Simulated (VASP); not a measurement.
Al2O3: single point with r2SCAN

Crystal: Al2O3.

```
CELL_PARAMETERS angstrom
2.92032 0.00000 0.00000
-1.46016 2.52907 0.00000
0.00000 0.00000 6.96730
ATOMIC_POSITIONS crystal
Al 0.33333 0.66667 0.19934
Al 0.66667 0.33333 0.80066
O 0.00000 0.00000 0.00000
O 0.33333 0.66667 0.70321
O 0.66667 0.33333 0.29679
```

```
Program                : VASP 6.6.1
Task                   : single point
Functional             : r2SCAN
Potentials or basis    : VASP PAW PBE potentials, release 64 (Al, O)
Cutoff                 : 520 eV
k mesh                 : 9 × 9 × 4
Occupations            : gaussian, width 0.01 eV
Spin                   : no spin polarisation
Dipole correction      : no
Further INCAR settings : ALGO = Normal; EDIFF = 1e-06; NBANDS = 20
```

```json
{
  "Pressure": "-11.3 GPa",
  "Largest force": "0.712 eV/Å",
  "Band gap on the k mesh": "5.07 eV (least direct gap 5.10 eV)"
}
```

Forces on the atoms (eV/Å):
```
Al   0.000  0.000  0.234
Al   0.000  0.000 -0.234
O    0.000  0.000  0.000
O    0.000  0.000  0.712
O    0.000  0.000 -0.712
```

Stress tensor (GPa, compression positive):
```
-12.91   0.00   0.00
  0.00 -12.91   0.00
  0.00   0.00  -7.94
```

Levels at points of the mesh, in eV from the valence-band top:
| k point | band 8 | band 9 | band 10 | band 11 | band 12 | band 13 | band 14 | band 15 | band 16 | band 17 |
| --- | --- | --- | --- | --- | --- | --- | --- | --- | --- | --- |
| (0.00, 0.00, 0.00) | -1.61 | -1.61 | -0.95 | -0.95 | -0.03 | 5.07 | 8.24 | 8.78 | 13.37 | 14.14 |
| (0.00, 0.00, 0.50) | -1.57 | -1.57 | -1.00 | -0.96 | -0.96 | 5.78 | 7.68 | 8.68 | 13.47 | 14.54 |

Wall time 3.3 min on 1 thread of Intel Xeon 8259CL (shared host), peak memory 0.19 GiB.

Caveat: the cell stands under tension; the PAW data sets were made with another functional, which shifts forces and pressure a little. A k mesh can miss the band edges.
